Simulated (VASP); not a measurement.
A run of VASP 6.6.1:

POSCAR

```
LiF
1.0
    0.0000000000      2.1751200000      2.1751200000
    2.1751200000      0.0000000000      2.1751200000
    2.1751200000      2.1751200000      0.0000000000
Li F
1 1
Direct
    0.0000000000      0.0000000000      0.0000000000
    0.5000000000      0.5000000000      0.5000000000
```

File INCAR.step1:

```
PREC = Accurate
ENCUT = 1490
ISMEAR = 0
SIGMA = 0.05
LREAL = False
LASPH = True
NELM = 120
NBANDS = 12
GGA = PE
ALGO = Normal
EDIFF = 1E-5
LWAVE = True
LCHARG = False
GGA_COMPAT = False
```

File INCAR.step2:

```
PREC = Accurate
ENCUT = 1490
EDIFF = 1E-6
ISMEAR = 0
SIGMA = 0.05
LREAL = False
LASPH = True
NELM = 120
ALGO = Normal
ISIF = 2
LWAVE = False
LCHARG = True
METAGGA = R2SCAN
LMIXTAU = True
LELF = True
LVHAR = True
NBANDS = 12
ISTART = 1
GGA_COMPAT = False
```

KPOINTS

```
regular mesh
0
Gamma
  10 10 10
```

Potentials or basis: VASP PAW PBE potentials, release 64 (Li_sv, F_h).

Run with:

```bash
$ cat potpaw_PBE.64/Li_sv/POTCAR potpaw_PBE.64/F_h/POTCAR > POTCAR
$ cp INCAR.step1 INCAR
$ mpirun -np 1 vasp_std > vasp.out
$ cp INCAR.step2 INCAR
$ mpirun -np 1 vasp_std > vasp.out
```

Hardware: 1 thread of Intel(R) Xeon(R) Platinum 8259CL CPU @ 2.50GHz (Skylake/Cascade Lake) (shared host).

Task: Estimate the wall time of this run.

Result: It took 3.2 min on 1 thread of Intel(R) Xeon(R) Platinum 8259CL CPU @ 2.50GHz (Skylake/Cascade Lake), with other jobs on the host, peak memory 0.27 GiB. Counts: k points 47.
